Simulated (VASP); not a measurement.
Wanted: the native input for a VASP 6.6.1 run.

- Task: single point
- Functional: LDA
- Potentials or basis: VASP PAW LDA potentials, release 64 (Ru_pv)
- Cutoff: 520 eV
- k mesh: 13 × 13 × 8
- Occupations: gaussian, width 0.01 eV
- Spin: no spin polarisation
- Dipole correction: no
- Further INCAR settings: ALGO = Normal; EDIFF = 1e-07; NBANDS = 21

The structure of Ru lies in POSCAR:

```
Ru
1.0
    2.6775346364      0.0000000000      0.0000000000
   -1.3387673182      2.3188130146      0.0000000000
    0.0000000000      0.0000000000      4.2181251212
Ru
2
Direct
    0.3333333333      0.6666666667      0.2500000000
    0.6666666667      0.3333333333      0.7500000000
```

These files were run (other wordings do the same):

INCAR

```
  PREC = Accurate
  ENCUT = 520
  EDIFF = 1E-7
  ISMEAR = 0
  SIGMA = 0.01
  LREAL = F
  LASPH = T
  NELM = 60
  ALGO = Normal
  ISIF = 2
  LWAVE = F
  LCHARG = F
  NBANDS = 21
```

KPOINTS

```
regular mesh
0
Gamma
  13 13 8
```

Potentials or basis: VASP PAW LDA potentials, release 64 (Ru_pv).

The run is started by

```sh
$ cat potpaw_LDA.64/Ru_pv/POTCAR > POTCAR
$ mpirun -np 1 vasp_std > vasp.out
```

It gave:

```json
{
 "Pressure": "0.8 GPa",
 "Band gap on the k mesh": "zero (bands 14 and 15 overlap by 3.28 eV)"
}
```

Wall time 51 s on 1 thread of AMD EPYC 7R13, on a shared host, peak memory 0.13 GiB.
